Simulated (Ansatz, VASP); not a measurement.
# One calculation of In3Se, two programs

```
In Se
1.0
     4.73883    0.00000    0.00000
     0.00000    4.73883    0.00000
     0.00000    0.00000    4.73883
In Se
3 1
Direct
  0.50000 0.50000 0.00000
  0.50000 0.00000 0.50000
  0.00000 0.50000 0.50000
  0.00000 0.00000 0.00000
```

Alike in both runs: task single point; functional PBE; k mesh 6 × 6 × 6; occupations fermi-dirac, width 0.05 eV; no spin polarisation.

```csv
,VASP,Ansatz
version,VASP 6.6.1,Ansatz 0.2.0
potentials or method,"VASP PAW PBE potentials, release 64 (In_d, Se)",Ansatz PAW
plane-wave cutoff (eV),520,420
valence electrons in the cell,45,55
```

```tsv
	VASP	Ansatz	Ansatz less VASP
gap on the k mesh at the Fermi level (eV)	none	none	-
pressure (GPa)	1.2	1.2	+0.02
```

A gap of «none» marks a metal or a gap that the smearing closes. VASP's potentials hold 45 valence electrons a cell and Ansatz's 55, so a difference there can come from the potentials and not from the codes.
